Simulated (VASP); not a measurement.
# Fe (Im-3m) in VASP: a series of runs

The runs below take Fe through single point, with r2SCAN.

All numbers are computed with VASP 6.6.1; they aren't measurements. Logs are shortened: lines on timing, memory, paths and dates and some standing lists are left out, and cuts for length are marked.

### 1 The cell of the first run

Symmetry: Im-3m, No. 229, cubic system. Conventional cell: a = 2.868 Å, b = 2.868 Å, c = 2.868 Å, α = 90.00°, β = 90.00°, γ = 90.00°. Fe (site symmetry m-3m) has 14 Fe at 2.48 to 2.87 Å within 3.3 Å.

### 2 Single point, r2SCAN, collinear spin, ferromagnetic start

The input, POSCAR:

```
Fe
1.0
    2.8682360852      0.0000000000      0.0000000000
    0.0000000000      2.8682360852      0.0000000000
    0.0000000000      0.0000000000      2.8682360852
Fe
2
Direct
    0.0000000000      0.0000000000      0.0000000000
    0.5000000000      0.5000000000      0.5000000000
```

The input, INCAR.step1:

```
  ALGO = Normal
  EDIFF = 1E-4
  ENCUT = 520
  GGA = PE
  ISMEAR = 0
  ISPIN = 2
  LASPH = T
  LCHARG = F
  LMAXMIX = 4
  LREAL = F
  LWAVE = T
  MAGMOM = 2.5 2.5
  NBANDS = 19
  NELM = 150
  PREC = Accurate
  SIGMA = 0.05
```

The input, INCAR.step2:

```
  ALGO = Normal
  EDIFF = 1E-7
  ENCUT = 520
  ISIF = 2
  ISMEAR = 0
  ISPIN = 2
  ISTART = 1
  LASPH = T
  LCHARG = T
  LELF = T
  LMAXMIX = 4
  LMIXTAU = T
  LORBIT = 11
  LREAL = F
  LVHAR = T
  LWAVE = F
  MAGMOM = 2.5 2.5
  METAGGA = R2SCAN
  NBANDS = 19
  NELM = 150
  PREC = Accurate
  SIGMA = 0.05
```

The input, KPOINTS:

```
k-points
0
Gamma
  12 12 12
```

Potentials or basis: VASP PAW PBE potentials, release 64 (Fe).

The run is started by

```sh
> cat potpaw_PBE.64/Fe/POTCAR > POTCAR
> cp INCAR.step1 INCAR
> mpirun -np 1 vasp_std > vasp.out
> cp INCAR.step2 INCAR
> mpirun -np 1 vasp_std > vasp.out
```

OUTCAR:

```text
EDIFF = 1E-7
   ENCUT = 520
   ISIF = 2
   ISMEAR = 0
   ISPIN = 2
   ISTART = 1
   LASPH = T
   LORBIT = 11
   LREAL = F
   METAGGA = R2SCAN
   NELM = 150
   PREC = Accurate

 ion  position               nearest neighbor table
   1  0.000  0.000  0.000-   2 2.48   2 2.48   2 2.48   2 2.48   2 2.48   2 2.48   2 2.48   2 2.48

   2  0.500  0.500  0.500-   1 2.48   1 2.48   1 2.48   1 2.48   1 2.48   1 2.48   1 2.48   1 2.48

  LATTYP: Found a simple cubic cell.
 ALAT       =     2.8682360852

  Lattice vectors:

 A1 = (   2.8682360852,   0.0000000000,   0.0000000000)
 A2 = (   0.0000000000,   2.8682360852,   0.0000000000)
 A3 = (   0.0000000000,   0.0000000000,   2.8682360852)

Analysis of symmetry for initial positions (statically):
=====================================================================
 Subroutine PRICEL returns following result:

  LATTYP: Found a body centered cubic cell.
 ALAT       =     2.8682360852

  Lattice vectors:

 A1 = (   1.4341180426,   1.4341180426,  -1.4341180426)
 A2 = (  -1.4341180426,   1.4341180426,   1.4341180426)
 A3 = (   1.4341180426,  -1.4341180426,   1.4341180426)

   2 primitive cells build up your supercell.

 Routine SETGRP: Setting up the symmetry group for a
 simple cubic supercell.

 Subroutine GETGRP returns: Found 48 space group operations
 (whereof 48 operations were pure point group operations)
 out of a pool of 48 trial point group operations.

The static configuration has the point symmetry O_h .

Analysis of symmetry for dynamics (positions and initial velocities):
=====================================================================
 Subroutine PRICEL returns following result:

  LATTYP: Found a body centered cubic cell.
 ALAT       =     2.8682360852

  Lattice vectors:

 A1 = (   1.4341180426,   1.4341180426,  -1.4341180426)
 A2 = (  -1.4341180426,   1.4341180426,   1.4341180426)
 A3 = (   1.4341180426,  -1.4341180426,   1.4341180426)

   2 primitive cells build up your supercell.

 Routine SETGRP: Setting up the symmetry group for a
 simple cubic supercell.

 Subroutine GETGRP returns: Found 48 space group operations
 (whereof 48 operations were pure point group operations)
 out of a pool of 48 trial point group operations.

The dynamic configuration has the point symmetry O_h .

Analysis of structural, dynamic, and magnetic symmetry:
=====================================================================
 Subroutine PRICEL returns following result:

  LATTYP: Found a body centered cubic cell.
 ALAT       =     2.8682360852

  Lattice vectors:

 A1 = (   1.4341180426,   1.4341180426,  -1.4341180426)
 A2 = (  -1.4341180426,   1.4341180426,   1.4341180426)
 A3 = (   1.4341180426,  -1.4341180426,   1.4341180426)

   2 primitive cells build up your supercell.

 Routine SETGRP: Setting up the symmetry group for a
 simple cubic supercell.

 Subroutine GETGRP returns: Found 48 space group operations
 (whereof 48 operations were pure point group operations)
 out of a pool of 48 trial point group operations.

The overall configuration has the point symmetry O_h .

 Subroutine INISYM returns: Found 48 space group operations
 (whereof 48 operations are pure point group operations),
 and found     2 'primitive' translations

----------------------------------------------------------------------------------------

                                     Primitive cell

  volume of cell :      11.7982

  direct lattice vectors                    reciprocal lattice vectors
     1.434118043  1.434118043 -1.434118043     0.348646335  0.348646335  0.000000000
    -1.434118043  1.434118043  1.434118043    -0.000000000  0.348646335  0.348646335
     1.434118043 -1.434118043  1.434118043     0.348646335  0.000000000  0.348646335

  length of vectors
     2.483965314  2.483965314  2.483965314     0.493060376  0.493060376  0.493060376

  position of ions in fractional coordinates (direct lattice)
     0.000000000  0.000000000  0.000000000

  ion indices of the primitive-cell ions
   primitive index   ion index
                 1           1

----------------------------------------------------------------------------------------

 KPOINTS: k-points

Automatic generation of k-mesh.
 Grid dimensions read from file:
 generate k-points for:   12   12   12

 Generating k-lattice:

  Cartesian coordinates                     Fractional coordinates (reciprocal lattice)
     0.029053861  0.000000000  0.000000000     0.083333333  0.000000000  0.000000000
     0.000000000  0.029053861  0.000000000     0.000000000  0.083333333  0.000000000
     0.000000000  0.000000000  0.029053861     0.000000000  0.000000000  0.083333333

  Length of vectors
     0.029053861  0.029053861  0.029053861

  Shift w.r.t. Gamma in fractional coordinates (k-lattice)
     0.000000000  0.000000000  0.000000000

 Subroutine IBZKPT returns following result:
 ===========================================

 Found     84 irreducible k-points:

 Following reciprocal coordinates:
            Coordinates               Weight
  0.000000  0.000000  0.000000      1.000000
  0.083333  0.000000  0.000000      6.000000
  0.166667  0.000000  0.000000      6.000000
  0.250000  0.000000  0.000000      6.000000
  0.333333  0.000000  0.000000      6.000000
  0.416667  0.000000  0.000000      6.000000
[... 16 lines left out ...]
  0.333333  0.333333  0.000000     12.000000
  0.416667  0.333333  0.000000     24.000000
 [... further k-points ...]
   k-points           NKPTS =     84   k-points in BZ     NKDIM =     84   number of bands    NBANDS=     19
   number of dos      NEDOS =    301   number of ions     NIONS =      2
   total plane-waves  NPLWV =  13824
   dimension x,y,z NGX =    24 NGY =   24 NGZ =   24
   dimension x,y,z NGXF=    48 NGYF=   48 NGZF=   48
   ions per type =               2
   NGX,Y,Z   is equivalent  to a cutoff of  13.91, 13.91, 13.91 a.u.
   NGXF,Y,Z  is equivalent  to a cutoff of  27.82, 27.82, 27.82 a.u.
 SYSTEM =  unknown system
   PREC   = accura    normal or accurate (medium, high low for compatibility)
   ISTART =      1    job   : 0-new  1-cont  2-samecut
   ICHARG =      0    charge: 1-file 2-atom 10-const
   ISPIN  =      2    spin polarized calculation?
   LNONCOLLINEAR =      F non collinear calculations
   LSORBIT =      F    spin-orbit coupling
   LASPH  =      T    aspherical Exc in radial PAW
   ENCUT  =  520.0 eV  38.22 Ry    6.18 a.u.   5.33  5.33  5.33*2*pi/ulx,y,z
   NELM   =    150;   NELMIN=  2; NELMDL=  0     # of ELM steps
   EDIFF  = 0.1E-06   stopping-criterion for ELM
   LREAL  =      F    real-space projection
   EDIFFG = 0.1E-05   stopping-criterion for IOM
   NSW    =      0    number of steps for IOM
   IBRION =     -1    ionic relax: 0-MD 1-quasi-New 2-CG
   NFREE  =      0    steps in history (QN), initial steepest desc. (CG)
   ISIF   =      2    stress and relaxation
   ISYM   =      2    0-nonsym 1-usesym 2-fastsym
   POTIM  = 0.5000    time-step for ionic-motion
   TEBEG  =    0.0;   TEEND  =   0.0 temperature during run
   PSTRESS=    0.0 pullay stress
   NELECT =      16.0000    total number of electrons
   NUPDOWN=      -1.0000    fix difference up-down
   EMIN   =  10.00;   EMAX   =-10.00  energy-range for DOS
   EFERMI =   0.00;   METHOD = LEGACY
   ISMEAR =     0;   SIGMA  =   0.05  broadening in eV -4-tet -1-fermi 0-gaus
   EFERMI_NEDOS =   21; number of points for ismear=-14 and -15
   IALGO  =     38    algorithm
   IMIX   =      4    mixing-type and parameters
     AMIX     =   0.40;   BMIX     =  1.00
     AMIX_MAG =   1.60;   BMIX_MAG =  1.00
  volume/ion in A,a.u.               =      11.80        79.62
  Fermi-wavevector in a.u.,A,eV,Ry     =   1.438246  2.717891 28.144364  2.068552
  Thomas-Fermi vector in A             =   2.557234
   LORBIT       =     11    0 simple, 1 ext, 2 COOP (PROOUT), +10 PAW based schemes
   METAGGA = R2SCAN    functional components
   LHFCALC =     F    Hartree Fock is set to
   AEXX    =    0.0000 exact exchange contribution
   IVDW    =     0    specifies the selected vdW correction
   LEPSILON=     F    determine dielectric tensor
   LRPA    =     F    only Hartree local field effects (RPA)
 spin polarized calculation
 Gauss-broadening in eV      SIGMA  =   0.05
  energy-cutoff  :      520.00
  volume of cell :       23.60
 maximum number of plane-waves:       655
 NGX is ok and might be reduce to    24
   NGX = 11   NGY = 11   NGZ = 11

 number of electron      15.9999991 magnetization       5.3542733

 Free energy of the ion-electron system (eV)
  ---------------------------------------------------
  ext. energy  EPLUGINS =         0.00000000
  ---------------------------------------------------
  free energy    TOTEN  =       -28.71646463 eV

  energy without entropy =      -28.71480200  energy(sigma->0) =      -28.71563332

 E-fermi :   5.4619     XC(G=0): -14.0055

 val. band max:        5.4530279599   @ k =   0.5000   0.5000   0.0000
 cond. band min:       5.4624159173   @ k =   0.1667   0.1667   0.0000
 fundamental gap:      0.0093879574
 Fermi energy:         5.4618932189

 spin component 1

 k-point     1 :       0.0000    0.0000    0.0000
  band No.  band energies     occupation
      1      -3.0292      1.00000
      2       0.1590      1.00000
      3       0.1590      1.00000
      4       2.3716      1.00000
      5       2.3716      1.00000
      6       2.3716      1.00000
[... 505 lines left out ...]
      6       3.2177      1.00000
[... 11 lines left out ...]
     18      25.9819      0.00000
     19      29.7592      0.00000

 [... further k-points ...]

 spin component 2

 k-point     1 :       0.0000    0.0000    0.0000
  band No.  band energies     occupation
      1      -3.6427      1.00000
      2       2.8053      1.00000
      3       2.8053      1.00000
      4       5.8410      0.00000
      5       5.8410      0.00000
      6       5.8410      0.00000
[... 505 lines left out ...]
      6       5.0054      1.00000
[... 11 lines left out ...]
     18      27.3473      0.00000
     19      30.8054      0.00000

 [... further k-points ...]

------------------------ aborting loop because EDIFF is reached ----------------------------------------

  FORCE on cell =-STRESS in cart. coord.  units (eV):
  Direction    XX          YY          ZZ          XY          YZ          ZX
  --------------------------------------------------------------------------------------
  -------------------------------------------------------------------------------------
  Total        0.0166044      0.0166044      0.0166044      0.0000000      0.0000000      0.0000000
  in kB        1.1274265      1.1274265      1.1274265      0.0000000      0.0000000      0.0000000
  external PRESSURE =       1.1274265 kB  Pullay stress =       0.0000000 kB

 VOLUME and BASIS-vectors are now :
 -----------------------------------------------------------------------------
  energy-cutoff  :      520.00
  volume of cell :       23.60
      direct lattice vectors                 reciprocal lattice vectors
     2.868236085  0.000000000  0.000000000     0.348646335  0.000000000  0.000000000
     0.000000000  2.868236085  0.000000000     0.000000000  0.348646335  0.000000000
     0.000000000  0.000000000  2.868236085     0.000000000  0.000000000  0.348646335

 POSITION                                       TOTAL-FORCE (eV/Angst)
 -----------------------------------------------------------------------------------
      0.00000      0.00000      0.00000         0.000000     -0.000000      0.000000
      1.43412      1.43412      1.43412        -0.000000      0.000000     -0.000000
 -----------------------------------------------------------------------------------
    total drift:                                0.000000      0.000000     -0.000000

  FREE ENERGIE OF THE ION-ELECTRON SYSTEM (eV)
  ---------------------------------------------------
  free  energy   TOTEN  =       -28.7164646316 eV

  energy  without entropy=      -28.7148019998  energy(sigma->0) =      -28.71563332

 total charge

# of ion       s       p       d       tot
------------------------------------------
    1        0.479   0.549   6.165   7.194
    2        0.479   0.549   6.165   7.194
--------------------------------------------------
tot          0.958   1.099  12.330  14.388

 magnetization (x)

# of ion       s       p       d       tot
------------------------------------------
    1       -0.010  -0.116   2.872   2.746
    2       -0.010  -0.116   2.872   2.746
--------------------------------------------------
tot         -0.021  -0.232   5.745   5.492
```

Run time: 2.1 min. Hardware: 1 thread of Intel Xeon Platinum 8375C at 2.90GHz (Ice Lake), shared host; peak memory 0.19 GiB.

What came out:

| Property | Result |
| --- | --- |
| Free energy | -28.7165 eV |
| Pressure | 0.1 GPa |
| Net moment | 5.35 μB per cell |
| Site moments | Fe +2.75 μB |
| Valence electrons inside the program's atomic spheres | Fe 7.19 |

Caveat: the PAW data sets were made with another functional, which shifts forces and pressure a little.

### 3 Single point, r2SCAN, collinear spin, antiferromagnetic start

POSCAR is that of step 2.

The input, INCAR.step1:

```
SYSTEM = Fe
PREC = Accurate
ENCUT = 520
ISMEAR = 0
SIGMA = 0.05
LREAL = .False.
LASPH = .True.
NELM = 150
ISPIN = 2
MAGMOM = 2.5 -2.5
LMAXMIX = 4
NBANDS = 19
GGA = PE
ALGO = Normal
EDIFF = 1E-4
LWAVE = .True.
LCHARG = .False.
```

The input, INCAR.step2:

```
SYSTEM = Fe
PREC = Accurate
ENCUT = 520
EDIFF = 1E-6
ISMEAR = 0
SIGMA = 0.05
LREAL = .False.
LASPH = .True.
NELM = 150
ALGO = Normal
ISIF = 2
LWAVE = .False.
LCHARG = .False.
ISPIN = 2
MAGMOM = 2.5 -2.5
LORBIT = 11
LMAXMIX = 4
METAGGA = R2SCAN
LMIXTAU = .True.
NBANDS = 19
ISTART = 1
```

The input, KPOINTS:

```
regular mesh
0
Gamma
  12 12 12
  0 0 0
```

Potentials or basis: VASP PAW PBE potentials, release 64 (Fe).

The run is started by

```sh
> cat potpaw_PBE.64/Fe/POTCAR > POTCAR
> cp INCAR.step1 INCAR
> mpirun -np 1 vasp_std > vasp.out
> cp INCAR.step2 INCAR
> mpirun -np 1 vasp_std > vasp.out
```

OUTCAR:

```text
SYSTEM = Fe
   PREC = Accurate
   ENCUT = 520
   EDIFF = 1E-6
   ISMEAR = 0
   LREAL = .False.
   LASPH = .True.
   NELM = 150
   ISIF = 2
   ISPIN = 2
   LORBIT = 11
   METAGGA = R2SCAN
   ISTART = 1

 ion  position               nearest neighbor table
   1  0.000  0.000  0.000-   2 2.48   2 2.48   2 2.48   2 2.48   2 2.48   2 2.48   2 2.48   2 2.48

   2  0.500  0.500  0.500-   1 2.48   1 2.48   1 2.48   1 2.48   1 2.48   1 2.48   1 2.48   1 2.48

  LATTYP: Found a simple cubic cell.
 ALAT       =     2.8682360852

  Lattice vectors:

 A1 = (   2.8682360852,   0.0000000000,   0.0000000000)
 A2 = (   0.0000000000,   2.8682360852,   0.0000000000)
 A3 = (   0.0000000000,   0.0000000000,   2.8682360852)

Analysis of symmetry for initial positions (statically):
=====================================================================
 Subroutine PRICEL returns following result:

  LATTYP: Found a body centered cubic cell.
 ALAT       =     2.8682360852
[... 12 lines left out ...]
 Subroutine GETGRP returns: Found 48 space group operations
 (whereof 48 operations were pure point group operations)
 out of a pool of 48 trial point group operations.

[... 1266 lines left out ...]
 [... further k-points ...]

------------------------ aborting loop because EDIFF is reached ----------------------------------------

  FORCE on cell =-STRESS in cart. coord.  units (eV):
  Direction    XX          YY          ZZ          XY          YZ          ZX
  --------------------------------------------------------------------------------------
  -------------------------------------------------------------------------------------
  Total        0.2657254      0.2657254      0.2657254      0.0000000      0.0000000      0.0000000
  in kB       18.0425928     18.0425928     18.0425928      0.0000000      0.0000000      0.0000000
  external PRESSURE =      18.0425928 kB  Pullay stress =       0.0000000 kB

 VOLUME and BASIS-vectors are now :
 -----------------------------------------------------------------------------
  energy-cutoff  :      520.00
  volume of cell :       23.60
      direct lattice vectors                 reciprocal lattice vectors
     2.868236085  0.000000000  0.000000000     0.348646335  0.000000000  0.000000000
     0.000000000  2.868236085  0.000000000     0.000000000  0.348646335  0.000000000
     0.000000000  0.000000000  2.868236085     0.000000000  0.000000000  0.348646335

 POSITION                                       TOTAL-FORCE (eV/Angst)
 -----------------------------------------------------------------------------------
      0.00000      0.00000      0.00000        -0.000000     -0.000000     -0.000000
      1.43412      1.43412      1.43412         0.000000      0.000000      0.000000
 -----------------------------------------------------------------------------------
    total drift:                                0.000000      0.000000     -0.000000

  FREE ENERGIE OF THE ION-ELECTRON SYSTEM (eV)
  ---------------------------------------------------
  free  energy   TOTEN  =       -27.2926553454 eV

  energy  without entropy=      -27.2904293269  energy(sigma->0) =      -27.29154234

 total charge

# of ion       s       p       d       tot
------------------------------------------
    1        0.500   0.578   6.135   7.213
    2        0.500   0.578   6.135   7.213
--------------------------------------------------
tot          1.000   1.156  12.271  14.427

 magnetization (x)

# of ion       s       p       d       tot
------------------------------------------
    1        0.052   0.058   2.262   2.372
    2       -0.052  -0.058  -2.262  -2.372
--------------------------------------------------
tot          0.000   0.000   0.000   0.000
```

OSZICAR.step1:

```text
N       E                     dE             d eps       ncg     rms          rms(c)
DAV:   1     0.772310077454E+02    0.77231E+02   -0.70747E+03  6784   0.108E+03
DAV:   2    -0.149013895167E+02   -0.92132E+02   -0.81299E+02  6414   0.202E+02
DAV:   3    -0.182449437962E+02   -0.33436E+01   -0.30884E+01  7077   0.489E+01
DAV:   4    -0.182735241750E+02   -0.28580E-01   -0.28536E-01  7198   0.427E+00
DAV:   5    -0.182738491552E+02   -0.32498E-03   -0.32497E-03  7141   0.426E-01    0.154E+01
DAV:   6    -0.158133643364E+02    0.24605E+01   -0.72247E+00  6940   0.574E+01    0.728E+00
DAV:   7    -0.155746594840E+02    0.23870E+00   -0.84357E-01  6930   0.171E+01    0.347E+00
DAV:   8    -0.155567443016E+02    0.17915E-01   -0.85046E-03  8238   0.978E-01    0.120E+00
DAV:   9    -0.155441062435E+02    0.12638E-01   -0.19266E-03 10017   0.775E-01    0.320E-01
DAV:  10    -0.155429044544E+02    0.12018E-02   -0.55786E-04  7024   0.295E-01    0.581E-02
DAV:  11    -0.155429325402E+02   -0.28086E-04   -0.46909E-05  3762   0.636E-02
   1 F= -.15542933E+02 E0= -.15539878E+02  d E =-.610859E-02  mag=    -0.0000
```

It took 2.2 min on 1 thread of Intel Xeon Platinum 8375C at 2.90GHz (Ice Lake), shared host; peak memory 0.19 GiB.

What came out:

```yaml
Free_energy: -27.2927 eV
Pressure: 1.8 GPa
Band_gap_on_the_k_mesh: zero (filled and empty bands overlap)
Net_moment: 0.00 μB per cell
Site_moments: Fe +2.37, -2.37 μB
Valence_electrons_inside_the_program's_atomic_spheres: Fe 7.21
```

Caveat: the PAW data sets were made with another functional, which shifts forces and pressure a little.
